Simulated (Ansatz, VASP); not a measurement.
BN: VASP beside Ansatz

```
CELL_PARAMETERS angstrom
2.60112 0.00000 0.00000
-1.30056 2.25264 0.00000
0.00000 0.00000 7.16955
ATOMIC_POSITIONS crystal
B 0.33333 0.66667 0.25000
B 0.66667 0.33333 0.75000
N 0.66667 0.33333 0.25000
N 0.33333 0.66667 0.75000
```

Change from the starting cell: hydrostatic strain +4.0%.

Alike in both runs: task single point; functional PBE; k mesh 12 × 12 × 4; occupations fermi-dirac, width 0.02 eV; no spin polarisation.

```csv
,VASP,Ansatz
version,VASP 6.6.1,Ansatz 0.2.0
potentials or method,"VASP PAW PBE potentials, release 64 (B, N)","plane waves, PAW"
plane-wave cutoff (eV),520,420
valence electrons in the cell,16,16
```

|  | VASP | Ansatz | Ansatz less VASP |
| --- | --- | --- | --- |
| gap on the k mesh at the Fermi level (eV) | 4.18 | 4.19 | +0.005 |
| pressure (GPa) | -19.2 | -19.3 | -0.04 |
| traceless stress, the component that is largest in VASP (GPa) | 20.14 | 20.28 | +0.144 |

With one functional, cell and mesh, what is left measures potentials, basis and numerics.
